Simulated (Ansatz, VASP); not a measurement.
**One calculation of YPdC6N6, two programs**

```xyz
14
Lattice="0.0000 5.6318 5.6318 5.6318 0.0000 5.6318 5.6318 5.6318 0.0000" Properties=species:S:1:pos:R:3 pbc="T T T"
Y     5.6318    5.6318    5.6318
Pd    0.0000    0.0000    0.0000
C     2.0995    5.6318    5.6318
C     5.6318    2.0995    5.6318
C     5.6318    5.6318    2.0995
C     9.1640    5.6318    5.6318
C     5.6318    9.1640    5.6318
C     5.6318    5.6318    9.1640
N     3.2661    5.6318    5.6318
N     5.6318    3.2661    5.6318
N     5.6318    5.6318    3.2661
N     7.9974    5.6318    5.6318
N     5.6318    7.9974    5.6318
N     5.6318    5.6318    7.9974
```

Alike in both runs: functional PBE; k mesh 4 × 4 × 4; occupations gaussian, width 0.1 eV; collinear spin.

Ansatz relaxed the structure, and its values are those at the end. VASP's run is a single point on that final structure, the one shown.

```csv
,VASP,Ansatz
version,VASP 6.6.1,Ansatz 0.2.0
potentials or method,"VASP PAW PBE potentials, release 64 (Y_sv, Pd, C, N), cutoff 520 eV","scalar-relativistic, plane waves, PAW"
valence electrons in the cell,75,83
```

```tsv
	VASP	Ansatz	Ansatz less VASP
gap on the k mesh at the Fermi level (eV)	none	none	-
pressure (GPa)	0.3	0.1	-0.29
rms of the force components (eV/Å)	0.211	0.015	-0.1960
net moment per atom (μB)	0.07	0.07	0.000
size of the moment on the site where the two differ most (μB)	0.06	0.03	-0.034
```

Site moments also hang on the region over which each program counts them. A gap of «none» marks a metal or a gap that the smearing closes. One of these differences is far larger than is usual between the two programs; its cause wasn't traced. VASP's potentials hold 75 valence electrons a cell and Ansatz's 83, so a difference there can come from the potentials and not from the codes.

Noted on VASP's run: the standard files for N, O and F lose accuracy on very short bonds.
